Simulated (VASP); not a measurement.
A run of VASP 6.6.1 is set up as follows.

The input INCAR:

```
PREC = Accurate
ENCUT = 500
EDIFF = 1E-6
ISMEAR = 0
SIGMA = 0.01
LREAL = False
LASPH = True
NELM = 120
ALGO = Normal
ISIF = 2
LWAVE = False
LCHARG = False
GGA = PS
NBANDS = 16
GGA_COMPAT = False
```

Contents of KPOINTS:

```
regular mesh
0
Gamma
  6 6 6
```

File POSCAR:

```
CdS
1.0
    0.0000000000      2.8072428857      2.8072428857
    2.8072428857      0.0000000000      2.8072428857
    2.8072428857      2.8072428857      0.0000000000
Cd S
1 1
Direct
    0.0000000000      0.0000000000      0.0000000000
    0.5000000000      0.5000000000      0.5000000000
```

Potentials or basis: VASP PAW PBE potentials, release 64 (Cd, S).

Command:

```bash
$ cat potpaw_PBE.64/Cd/POTCAR potpaw_PBE.64/S/POTCAR > POTCAR
$ mpirun -np 1 vasp_std > vasp.out
```

(1) Predict the pressure.

(2) Predict the band gap on the k mesh.

Results:

(1) -7.2 GPa.

(2) 0.12 eV, indirect (least direct gap 1.06 eV).

Caveat: the PAW data sets were made with another functional, which shifts forces and pressure a little.
